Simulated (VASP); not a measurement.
# Sn23O47 (a cell with a defect) in VASP: further runs

Sn23O47 (a cell with a defect) is run at these levels: PBEsol; tasks: relaxation of the atoms, single point.

Everything below comes from runs of VASP 6.6.1. Logs are shortened: lines on timing, memory, paths and dates and some standing lists are left out, and cuts for length are marked.

### Step 1. The cell of the first run

The cell holds a defect, 70 atoms: a = 9.538 Å, b = 9.538 Å, c = 9.636 Å, α = 90.00°, β = 90.00°, γ = 90.00°.

### Step 2. Relaxation of the atoms, PBEsol

Contents of INCAR:

```
SYSTEM = Sn23O47
  PREC = Accurate
  ENCUT = 520
  EDIFF = 1E-7
  ISMEAR = -1
  SIGMA = 0.05
  LREAL = Auto
  LASPH = .TRUE.
  NELM = 120
  ALGO = Normal
  ISIF = 2
  LWAVE = .FALSE.
  LCHARG = .FALSE.
  GGA = PS
  IBRION = 2
  NSW = 100
  EDIFFG = -0.03
  ISYM = -1
  GGA_COMPAT = .FALSE.
  NELMIN = 4
  KPAR = 1
```

Contents of KPOINTS:

```
explicit points
1
Reciprocal
  0.25000000   0.25000000   0.25000000 1
```

Contents of POSCAR:

```
Sn23O47
1.0
    9.5380920000      0.0000000000      0.0000000000
    0.0000000000      9.5380920000      0.0000000000
    0.0000000000      0.0000000000      9.6363030000
Sn O
23 47
Direct
    0.0017590000      0.9994490000      0.9995170000
    0.0016300000      0.0018920000      0.3303110000
    0.0040150000      0.0009010000      0.6678220000
    0.0013720000      0.4994380000      0.0019260000
    0.0001110000      0.5008860000      0.3345120000
    0.9994000000      0.4985020000      0.6680520000
    0.5040270000      0.0010740000      0.9981140000
    0.4966600000      0.9990800000      0.3348830000
    0.5028900000      0.9972820000      0.6662730000
    0.4976890000      0.4979060000      0.0023160000
    0.4958020000      0.4958840000      0.6676220000
    0.2485520000      0.2491200000      0.1676460000
    0.2458440000      0.2513740000      0.4992830000
    0.2478800000      0.2466020000      0.8345990000
    0.2483150000      0.7493970000      0.1685550000
    0.2515330000      0.7513720000      0.4931100000
    0.2444450000      0.7500490000      0.8338530000
    0.7521230000      0.2493980000      0.1703570000
    0.7499530000      0.2501670000      0.4966450000
    0.7458840000      0.2524620000      0.8330980000
    0.7481390000      0.7516080000      0.1679470000
    0.7492400000      0.7499440000      0.5017590000
    0.7463510000      0.7499930000      0.8281330000
    0.1495040000      0.1557260000      0.9976710000
    0.1543420000      0.1558650000      0.3322630000
    0.1553310000      0.1516350000      0.6679280000
    0.1506330000      0.6528160000      0.0000570000
    0.1549640000      0.6486880000      0.6649130000
    0.6531880000      0.1538750000      0.9996540000
    0.6548710000      0.1536830000      0.3357480000
    0.6551480000      0.1516690000      0.6691770000
    0.6545870000      0.6515180000      0.9969420000
    0.6519080000      0.6508270000      0.3330570000
    0.6509580000      0.6523570000      0.6666060000
    0.3486030000      0.3491920000      0.0014370000
    0.3450440000      0.3473810000      0.3325300000
    0.3498810000      0.3453900000      0.6679610000
    0.3459370000      0.8455670000      0.0016010000
    0.3447250000      0.8499020000      0.3326550000
    0.3424070000      0.8468830000      0.6642140000
    0.8489420000      0.3454470000      0.0006920000
    0.8467710000      0.3448430000      0.3372090000
    0.8448230000      0.3467290000      0.6680290000
    0.8441120000      0.8448570000      0.9986720000
    0.8446520000      0.8461900000      0.3323480000
    0.8467760000      0.8464830000      0.6593300000
    0.0970680000      0.4019940000      0.1694820000
    0.0969850000      0.4054370000      0.5006430000
    0.0934380000      0.3995790000      0.8357100000
    0.0970000000      0.9025670000      0.1695920000
    0.0965330000      0.9066250000      0.4966650000
    0.0971220000      0.9048200000      0.8261830000
    0.5993260000      0.4006510000      0.1653850000
    0.5956340000      0.4039830000      0.5024000000
    0.6010970000      0.4048210000      0.8314290000
    0.5959590000      0.9038410000      0.1635790000
    0.5960410000      0.8987110000      0.4984280000
    0.5952830000      0.9023730000      0.8375990000
    0.4070900000      0.0980750000      0.1672770000
    0.4021240000      0.0961660000      0.4997450000
    0.4046060000      0.0944360000      0.8347880000
    0.4018070000      0.5987450000      0.1656220000
    0.4019270000      0.5967410000      0.4962660000
    0.4042800000      0.5947880000      0.8320850000
    0.9009750000      0.0936270000      0.1668050000
    0.8997430000      0.0933110000      0.5008580000
    0.9046080000      0.1014200000      0.8354280000
    0.9039710000      0.5950710000      0.1663290000
    0.9035180000      0.5953090000      0.4973880000
    0.9054230000      0.5978130000      0.8386460000
```

Potentials or basis: VASP PAW PBE potentials, release 64 (Sn_d, O).

Launch:

```sh
$ cat potpaw_PBE.64/Sn_d/POTCAR potpaw_PBE.64/O/POTCAR > POTCAR
$ mpirun -np 8 vasp_std > vasp.out
```

OUTCAR:

```text
SYSTEM = Sn23O47
   PREC = Accurate
   ENCUT = 520
   EDIFF = 1E-7
   ISMEAR = -1
   LREAL = Auto
   LASPH = .TRUE.
   NELM = 120
   ISIF = 2
   GGA = PS
   IBRION = 2
   NSW = 100
   EDIFFG = -0.03
   ISYM = -1
   NELMIN = 4

 ion  position               nearest neighbor table
   1  0.002  0.999  1.000-  24 2.05  67 2.07  65 2.08  50 2.09  52 2.11  44 2.11   2 3.19   3 3.20
                            17 3.68  14 3.69  12 3.72  15 3.72  18 3.75  21 3.75
   2  0.002  0.002  0.330-  50 2.03  65 2.04  51 2.05  25 2.07  66 2.10  45 2.11   1 3.19   3 3.25
                            12 3.68  18 3.69  13 3.71  15 3.71  16 3.72  19 3.73  21 3.74
   3  0.004  0.001  0.668-  52 1.99  26 2.04  51 2.08  66 2.09  46 2.10  67 2.10   1 3.20   2 3.25
                            14 3.67  17 3.68  13 3.70  16 3.75
   4  0.001  0.499  0.002-  27 2.04  70 2.05  68 2.05  49 2.06  41 2.07  47 2.07   5 3.20   6 3.22
                            17 3.70  12 3.72  15 3.72  14 3.73  18 3.74
   5  0.000  0.501  0.335-  69 2.03  48 2.06  47 2.07  68 2.07  42 2.09   4 3.20   6 3.21  13 3.70
                            15 3.71  16 3.71  18 3.72  19 3.72  22 3.74  12 3.74  21 3.75
   6  0.999  0.499  0.668-  28 2.06  48 2.06  43 2.07  49 2.07  69 2.10  70 2.10   5 3.21   4 3.22
                            13 3.70  17 3.71  20 3.73  23 3.74  14 3.74  19 3.74  22 3.74
   7  0.504  0.001  0.998-  58 2.01  29 2.04  61 2.04  56 2.04  59 2.09  38 2.12   9 3.20   8 3.25
                            20 3.69  23 3.71  21 3.71  14 3.73  18 3.74
   8  0.497  0.999  0.335-  39 2.03  60 2.05  59 2.06  57 2.07  56 2.11  30 2.11   9 3.19   7 3.25
                            16 3.66  15 3.72  12 3.73  21 3.73  19 3.74  13 3.74  22 3.75
   9  0.503  0.997  0.666-  31 2.07  57 2.07  58 2.08  61 2.09  60 2.09  40 2.10   8 3.19   7 3.20
[... 62 lines left out ...]
  57  0.596  0.899  0.498-  22 2.04   9 2.07   8 2.07
  58  0.595  0.902  0.838-   7 2.01  23 2.05   9 2.08
  59  0.407  0.098  0.167-   8 2.06  12 2.09   7 2.09
  60  0.402  0.096  0.500-   8 2.05   9 2.09  13 2.10
  61  0.405  0.094  0.835-   7 2.04  14 2.08   9 2.09
  62  0.402  0.599  0.166-  15 2.05  10 2.06
  63  0.402  0.597  0.496-  16 2.06  11 2.11
  64  0.404  0.595  0.832-  11 2.04  10 2.08  17 2.13
  65  0.901  0.094  0.167-   2 2.04  18 2.06   1 2.08
  66  0.900  0.093  0.501-  19 2.07   3 2.09   2 2.10
  67  0.905  0.101  0.835-   1 2.07  20 2.09   3 2.10
  68  0.904  0.595  0.166-   4 2.05   5 2.07  21 2.11
  69  0.904  0.595  0.497-   5 2.03  22 2.08   6 2.10
  70  0.905  0.598  0.839-   4 2.05   6 2.10  23 2.10

IMPORTANT INFORMATION: All symmetrisations will be switched off!
NOSYMM: (Re-)initialisation of all symmetry stuff for point group C_1.

----------------------------------------------------------------------------------------

                                     Primitive cell

  volume of cell :     876.6646

  direct lattice vectors                    reciprocal lattice vectors
     9.538092000  0.000000000  0.000000000     0.104842771  0.000000000  0.000000000
     0.000000000  9.538092000  0.000000000     0.000000000  0.104842771  0.000000000
     0.000000000  0.000000000  9.636303000     0.000000000  0.000000000  0.103774238

  length of vectors
     9.538092000  9.538092000  9.636303000     0.104842771  0.104842771  0.103774238

  position of ions in fractional coordinates (direct lattice)
     0.001759000  0.999449000  0.999517000
     0.001630000  0.001892000  0.330311000
     0.004015000  0.000901000  0.667822000
     0.001372000  0.499438000  0.001926000
     0.000111000  0.500886000  0.334512000
     0.999400000  0.498502000  0.668052000
[... 62 lines left out ...]
     0.903518000  0.595309000  0.497388000
     0.905423000  0.597813000  0.838646000

  ion indices of the primitive-cell ions
   primitive index   ion index
                 1           1
                 2           2
                 3           3
                 4           4
                 5           5
                 6           6
[... 45 lines left out ...]
   IMIX   =      4    mixing-type and parameters
     AMIX     =   0.40;   BMIX     =  1.00
     AMIX_MAG =   1.60;   BMIX_MAG =  1.00
  volume/ion in A,a.u.               =      12.52        84.51
  Fermi-wavevector in a.u.,A,eV,Ry     =   1.445915  2.732382 28.445281  2.090669
  Thomas-Fermi vector in A             =   2.564043
   LORBIT       =      0    0 simple, 1 ext, 2 COOP (PROOUT), +10 PAW based schemes
   GGA     = PS    functional components
   LHFCALC =     F    Hartree Fock is set to
   AEXX    =    0.0000 exact exchange contribution
   IVDW    =     0    specifies the selected vdW correction
   LEPSILON=     F    determine dielectric tensor
   LRPA    =     F    only Hartree local field effects (RPA)
 conjugate gradient relaxation of ions
 non-spin polarized calculation
  energy-cutoff  :      520.00
  volume of cell :      876.66
 maximum number of plane-waves:     23594
 NGX is ok and might be reduce to    70
   NGX = 35   NGY = 35   NGZ = 35

--------------------------------------- Ionic step        1  -------------------------------------------

 number of electron     604.0000021 magnetization

 Free energy of the ion-electron system (eV)
  ---------------------------------------------------
  ext. energy  EPLUGINS =         0.00000000
  ---------------------------------------------------
  free energy    TOTEN  =      -449.83626594 eV

  energy without entropy =     -449.65344811  energy(sigma->0) =     -449.74485702

------------------------ aborting loop because EDIFF is reached ----------------------------------------

  FORCE on cell =-STRESS in cart. coord.  units (eV):
  Direction    XX          YY          ZZ          XY          YZ          ZX
  --------------------------------------------------------------------------------------
  -------------------------------------------------------------------------------------
  Total        1.8551441      4.6014103      5.4803099      2.0156166     -0.3574565      0.0150793
  in kB        3.3904299      8.4094594     10.0157215      3.6837067     -0.6532814      0.0275587
  external PRESSURE =       7.2718703 kB  Pullay stress =       0.0000000 kB
[... 293 lines left out ...]
  FREE ENERGIE OF THE ION-ELECTRON SYSTEM (eV)
  ---------------------------------------------------
  free  energy   TOTEN  =      -451.7400867037 eV

  energy  without entropy=     -451.5468564509  energy(sigma->0) =     -451.64347158

[... ionic steps 4 to 23 ...]

--------------------------------------- Ionic step       24  -------------------------------------------

 number of electron     603.9999985 magnetization

------------------------ aborting loop because EDIFF is reached ----------------------------------------
[... 203 lines left out ...]
--------------------------------------- Ionic step       26  -------------------------------------------

 number of electron     603.9999986 magnetization

 Free energy of the ion-electron system (eV)
  ---------------------------------------------------
  ext. energy  EPLUGINS =         0.00000000
  ---------------------------------------------------
  free energy    TOTEN  =      -452.72830003 eV

  energy without entropy =     -452.53404942  energy(sigma->0) =     -452.63117473

 E-fermi :   5.2994     XC(G=0): -11.2121

 val. band max:        5.2476426077   @ k =   0.2500   0.2500   0.2500
 cond. band min:       5.3134796807   @ k =   0.2500   0.2500   0.2500
 fundamental gap:      0.0658370730
 Fermi energy:         5.2993921926

 k-point     1 :       0.2500    0.2500    0.2500
  band No.  band energies     occupation
      1     -15.9464      2.00000
      2     -15.8720      2.00000
      3     -15.8323      2.00000
      4     -15.7742      2.00000
      5     -15.7142      2.00000
      6     -15.6114      2.00000
[... 306 lines left out ...]
    313      10.0535      0.00000
    314      10.1432      0.00000
 [bands above 314 left out]

------------------------ aborting loop because EDIFF is reached ----------------------------------------

  FORCE on cell =-STRESS in cart. coord.  units (eV):
  Direction    XX          YY          ZZ          XY          YZ          ZX
  --------------------------------------------------------------------------------------
  -------------------------------------------------------------------------------------
  Total        6.7965446      7.8596934      8.4946890      7.1220320      0.0621048      0.0268780
  in kB       12.4212497     14.3642425     15.5247496     13.0161050      0.1135017      0.0491218
  external PRESSURE =      14.1034139 kB  Pullay stress =       0.0000000 kB
[... 85 lines left out ...]
  FREE ENERGIE OF THE ION-ELECTRON SYSTEM (eV)
  ---------------------------------------------------
  free  energy   TOTEN  =      -452.7283000317 eV

  energy  without entropy=     -452.5340494186  energy(sigma->0) =     -452.63117473

 reached required accuracy - stopping structural energy minimisation
```

Wall time 39 min (8 MPI ranks of Intel Xeon Platinum 8375C at 2.90GHz (Ice Lake), shared host); peak memory 0.32 GiB.

What came out:

```
Free energy                  : -452.7283 eV
Energy gained by relaxing    : 41.3 meV/atom
Ionic steps                  : 26
Pressure after relaxing      : 1.4 GPa
Largest force after relaxing : 0.025 eV/Å
```

Forces on the atoms (eV/Å):
```
Sn   0.000 -0.004 -0.006
Sn  -0.002  0.006  0.002
Sn   0.003 -0.004 -0.002
Sn   0.004 -0.001  0.003
Sn  -0.008 -0.009 -0.001
Sn   0.002  0.004  0.000
Sn   0.002 -0.002 -0.009
Sn   0.005 -0.004  0.004
Sn   0.008 -0.001  0.001
Sn   0.005 -0.010  0.004
Sn   0.005 -0.010  0.007
Sn   0.008 -0.007 -0.003
Sn   0.009  0.003 -0.007
Sn   0.006 -0.003  0.002
Sn   0.000 -0.008  0.003
Sn   0.001 -0.002 -0.017
Sn  -0.003 -0.021  0.013
Sn  -0.006 -0.006 -0.010
Sn  -0.011 -0.005  0.011
Sn  -0.004  0.005 -0.004
Sn  -0.003 -0.002  0.000
Sn   0.000  0.001  0.002
Sn  -0.008  0.000  0.000
O    0.005 -0.003  0.005
O   -0.006  0.011  0.003
O    0.006  0.001 -0.005
O    0.003 -0.001  0.003
O    0.003 -0.003 -0.003
O    0.007 -0.006  0.008
O    0.015  0.000 -0.004
O    0.006 -0.010 -0.001
O    0.008  0.002  0.001
O    0.012 -0.006 -0.007
O    0.006  0.002  0.001
O    0.001  0.004  0.001
O   -0.007  0.000  0.002
O    0.001 -0.004 -0.005
O   -0.008  0.004 -0.011
O    0.004  0.008  0.003
O    0.000  0.006  0.013
O    0.000  0.004  0.011
O    0.011  0.019  0.002
O   -0.002  0.008 -0.006
O   -0.010  0.000  0.001
O   -0.004 -0.013 -0.001
O   -0.006  0.000  0.002
O    0.003  0.008  0.002
O    0.001  0.014 -0.002
O    0.003  0.003 -0.003
O   -0.003  0.000  0.014
O   -0.010  0.004 -0.013
O   -0.005  0.014  0.003
O   -0.014 -0.004 -0.004
O   -0.015 -0.007  0.002
O   -0.007 -0.009 -0.004
O    0.000 -0.001  0.009
O   -0.006  0.002 -0.001
O   -0.020 -0.009 -0.005
O    0.002  0.008  0.001
O    0.004  0.008  0.000
O    0.009 -0.012  0.002
O   -0.005  0.005 -0.001
O   -0.008  0.010 -0.001
O   -0.003  0.011 -0.005
O    0.006  0.007  0.005
O    0.011  0.003 -0.011
O   -0.005  0.001  0.002
O   -0.003 -0.002  0.004
O    0.008 -0.003  0.000
O    0.001  0.002 -0.002
```

Step by step:
```
step  energy change (eV)  largest force (eV/Å)  pressure (GPa)
   1              0.0000                3.3241            0.73
   2             -1.5339                3.0034            1.50
   3             -1.9038                1.4791            0.87
   4             -2.4497                0.8483            1.14
   5             -2.4597                0.8303            1.21
   6             -2.6890                0.5538            1.17
   7             -2.6919                0.6510            1.18
   8             -2.7835                0.4329            1.34
   9             -2.7835                0.4429            1.34
  10             -2.8321                0.2380            1.39
  11             -2.8333                0.2828            1.40
  12             -2.8631                0.1546            1.40
  13             -2.8632                0.1629            1.40
  14             -2.8750                0.1170            1.39
  15             -2.8750                0.1197            1.39
  16             -2.8812                0.0929            1.39
  17             -2.8816                0.1389            1.39
  18             -2.8863                0.0601            1.42
  19             -2.8865                0.0768            1.42
  20             -2.8892                0.0503            1.43
  21             -2.8893                0.0551            1.43
  22             -2.8907                0.0372            1.42
  23             -2.8908                0.0518            1.42
  24             -2.8915                0.0320            1.41
  25             -2.8915                0.0309            1.41
  26             -2.8920                0.0254            1.41
```

Final structure:
```cif
data_structure
_symmetry_space_group_name_H-M 'P 1'
_symmetry_Int_Tables_number 1
_cell_length_a 9.5381
_cell_length_b 9.5381
_cell_length_c 9.6363
_cell_angle_alpha 90.000
_cell_angle_beta 90.000
_cell_angle_gamma 90.000
_cell_volume 876.66
loop_
_atom_site_label
_atom_site_type_symbol
_atom_site_fract_x
_atom_site_fract_y
_atom_site_fract_z
_atom_site_occupancy
Sn1 Sn 0.99826 0.99892 0.99999 1
Sn2 Sn 0.99897 0.00039 0.33320 1
Sn3 Sn 0.99831 0.99923 0.66647 1
Sn4 Sn 0.00187 0.50163 0.00092 1
Sn5 Sn 0.98210 0.48169 0.33314 1
Sn6 Sn 0.00181 0.50123 0.66538 1
Sn7 Sn 0.50365 0.00340 0.99760 1
Sn8 Sn 0.49829 0.99807 0.33324 1
Sn9 Sn 0.50360 0.00330 0.66890 1
Sn10 Sn 0.49722 0.50016 0.00659 1
Sn11 Sn 0.49757 0.50035 0.65983 1
Sn12 Sn 0.25431 0.25233 0.16967 1
Sn13 Sn 0.25458 0.25259 0.49682 1
Sn14 Sn 0.24758 0.24801 0.83342 1
Sn15 Sn 0.26464 0.76128 0.15203 1
Sn16 Sn 0.26463 0.76149 0.51452 1
Sn17 Sn 0.24839 0.74677 0.83322 1
Sn18 Sn 0.74267 0.24576 0.16480 1
Sn19 Sn 0.74276 0.24596 0.50160 1
Sn20 Sn 0.75291 0.25772 0.83319 1
Sn21 Sn 0.74612 0.74705 0.16992 1
Sn22 Sn 0.74652 0.74741 0.49647 1
Sn23 Sn 0.74977 0.74840 0.83308 1
O1 O 0.15180 0.15313 0.00341 1
O2 O 0.14914 0.15147 0.33332 1
O3 O 0.15186 0.15339 0.66313 1
O4 O 0.14846 0.65920 0.99962 1
O5 O 0.14833 0.65916 0.66687 1
O6 O 0.65892 0.14852 0.99504 1
O7 O 0.65362 0.14407 0.33319 1
O8 O 0.65892 0.14848 0.67130 1
O9 O 0.65419 0.65175 0.00038 1
O10 O 0.65607 0.65031 0.33345 1
O11 O 0.65457 0.65153 0.66558 1
O12 O 0.34388 0.34593 0.99920 1
O13 O 0.34971 0.34330 0.33306 1
O14 O 0.34366 0.34631 0.66772 1
O15 O 0.34623 0.85799 0.98829 1
O16 O 0.33400 0.84473 0.33330 1
O17 O 0.34642 0.85775 0.67821 1
O18 O 0.85283 0.34618 0.00306 1
O19 O 0.84321 0.33149 0.33323 1
O20 O 0.85286 0.34594 0.66329 1
O21 O 0.84606 0.84446 0.00209 1
O22 O 0.84623 0.85195 0.33307 1
O23 O 0.84603 0.84475 0.66433 1
O24 O 0.10147 0.41125 0.17192 1
O25 O 0.10153 0.41104 0.49436 1
O26 O 0.09844 0.40556 0.83325 1
O27 O 0.09705 0.89460 0.16848 1
O28 O 0.09698 0.89455 0.49800 1
O29 O 0.09519 0.90266 0.83313 1
O30 O 0.60048 0.39857 0.15744 1
O31 O 0.59725 0.39566 0.50895 1
O32 O 0.59623 0.40530 0.83325 1
O33 O 0.58945 0.89845 0.16581 1
O34 O 0.58940 0.89849 0.50066 1
O35 O 0.59875 0.90256 0.83328 1
O36 O 0.40068 0.09098 0.16583 1
O37 O 0.40050 0.09095 0.50064 1
O38 O 0.40705 0.10266 0.83314 1
O39 O 0.39110 0.59964 0.16143 1
O40 O 0.38835 0.59755 0.50531 1
O41 O 0.40270 0.59669 0.83319 1
O42 O 0.90181 0.09539 0.16522 1
O43 O 0.90164 0.09522 0.50119 1
O44 O 0.90402 0.09925 0.83326 1
O45 O 0.91303 0.60228 0.17251 1
O46 O 0.91331 0.60234 0.49384 1
O47 O 0.90335 0.59561 0.83315 1
```

Levels at points of the mesh, in eV from the Fermi level:
| k point | band 299 | band 300 | band 301 | band 302 | band 303 | band 304 | band 305 | band 306 |
| --- | --- | --- | --- | --- | --- | --- | --- | --- |
| (0.25, 0.25, 0.25) | -0.17 | -0.14 | -0.13 | -0.05 | 0.01 | 1.74 | 2.77 | 3.35 |

Caveat: the PAW data sets were made with another functional, which shifts forces and pressure a little; spin-orbit coupling is left out, which moves the levels of the heavy elements.

[end of part 1 of 2]
